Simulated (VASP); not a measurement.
Input of a VASP 6.6.1 run:

The input INCAR:

```
SYSTEM = VN
PREC     = Accurate       ! precision mode
ENCUT    = 600            ! plane-wave cutoff, eV
EDIFF    = 1E-6           ! SCF threshold, eV
ISMEAR   = 0              ! smearing method
SIGMA    = 0.1            ! smearing width, eV
LREAL    = .FALSE.        ! projectors in reciprocal space
LASPH    = .TRUE.         ! aspherical terms in the spheres
NELM     = 120            ! most SCF steps
ALGO     = Normal         ! electronic algorithm
ISIF     = 2              ! what is computed and relaxed
LWAVE    = .FALSE.        ! write WAVECAR
LCHARG   = .FALSE.        ! write CHGCAR
GGA      = PE             ! functional
IVDW     = 13             ! dispersion correction
NBANDS   = 16             ! bands
GGA_COMPAT= .FALSE.
```

The input KPOINTS:

```
Automatic mesh
0
G
  18 18 18
  0 0 0
```

The input POSCAR:

```
VN
1.0
    0.0000000000      2.0581602468      2.0581602468
    2.0581602468      0.0000000000      2.0581602468
    2.0581602468      2.0581602468      0.0000000000
V N
1 1
Direct
    0.5000000000      0.5000000000      0.5000000000
    0.0000000000      0.0000000000      0.0000000000
```

Potentials or basis: VASP PAW PBE potentials, release 64 (V_sv, N).

Run with:

```bash
$ cat potpaw_PBE.64/V_sv/POTCAR potpaw_PBE.64/N/POTCAR > POTCAR
$ mpirun -np 1 vasp_std > vasp.out
```

Q: What does it give for the dispersion energy per atom?

A: -0.371 eV.

Q: Predict the band gap on the k mesh.

A: Zero (band 9 reaches 12.61 eV, above the bottom of band 10 at 10.48 eV).

Caveat: the run has no spin polarisation, though such a crystal can be magnetic. With open d or f shells a metallic result of PBE can be an artefact of self-interaction; +U or a hybrid may open a gap.
